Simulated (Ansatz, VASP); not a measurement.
# One calculation of Lu2Si2O, two programs

The input INCAR:

```
SYSTEM = Lu2Si2O
PREC     = Accurate       ! precision mode
ENCUT    = 520            ! plane-wave cutoff, eV
EDIFF    = 1E-7           ! SCF threshold, eV
ISMEAR   = 0              ! smearing method
SIGMA    = 0.1            ! smearing width, eV
LREAL    = .False.        ! projectors in reciprocal space
LASPH    = .True.         ! aspherical terms in the spheres
NELM     = 60             ! most SCF steps
ALGO     = Normal         ! electronic algorithm
ISIF     = 2              ! what is computed and relaxed
LWAVE    = .False.        ! write WAVECAR
LCHARG   = .False.        ! write CHGCAR
GGA      = PE             ! functional
NBANDS   = 40             ! bands
```

File KPOINTS:

```
Automatic mesh
0
Gamma
  4 4 4
  0 0 0
```

Contents of POSCAR:

```
Lu2Si2O
1.0
    3.8781673500      0.0000000000      0.0000000000
    0.0000000000      3.8781673500      0.0000000000
    0.0000000000      0.0000000000      6.8634950200
Lu Si O
2 2 1
Direct
    0.5000000000      0.5000000000      0.2160526700
    0.5000000000      0.5000000000      0.7839473300
    0.0000000000      0.0000000000      0.3854227300
    0.0000000000      0.0000000000      0.6145772700
    0.0000000000      0.0000000000      0.0000000000
```

Input for Ansatz:

```yaml
crystal:
  lattice:
    - [3.87816735, 0.0, 0.0]
    - [0.0, 3.87816735, 0.0]
    - [0.0, 0.0, 6.86349502]
  atoms:
    - { symbol: Lu, position: [0.5, 0.5, 0.21605267] }
    - { symbol: Lu, position: [0.5, 0.5, 0.78394733] }
    - { symbol: Si, position: [0.0, 0.0, 0.38542273] }
    - { symbol: Si, position: [0.0, 0.0, 0.61457727] }
    - { symbol: O, position: [0.0, 0.0, 0.0] }
basis:
  ecutwfc: 420
kpoints:
  mp_grid: { grid: [4, 4, 4] }
hamiltonian:
  xc: pbe
scf:
  occupations: { method: gaussian, width: 0.1 }
  lower_state_search: "off"
output:
  forces: true
  stress: true
  eigenvalues: true
```

Alike in both runs: task single point; functional PBE; k mesh 4 × 4 × 4; occupations gaussian, width 0.1 eV; no spin polarisation.

|  | VASP | Ansatz |
| --- | --- | --- |
| version | VASP 6.6.1 | Ansatz 0.2.0 |
| potentials or method | VASP PAW PBE potentials, release 64 (Lu, Si, O), cutoff 520 eV | scalar-relativistic, plane waves, PAW |
| valence electrons in the cell | 64 | 64 |

VASP gave:

* gap on the k mesh at the Fermi level (eV): none
* pressure (GPa): 20.8
* traceless stress, the component that is largest in VASP (GPa): 63.33
* rms of the force components (eV/Å): 11.991

Task: Estimate Ansatz's values.

Result: gap on the k mesh at the Fermi level (eV): none; pressure (GPa): 20.9; traceless stress, the component that is largest in VASP (GPa): 63.81; rms of the force components (eV/Å): 12.095.

Atom by atom the forces differ by 0.103 eV/Å (rms over components). A gap of «none» marks a metal or a gap that the smearing closes.

The k mesh is coarse, so the values compare programs but aren't converged. Spin-orbit coupling is off throughout.
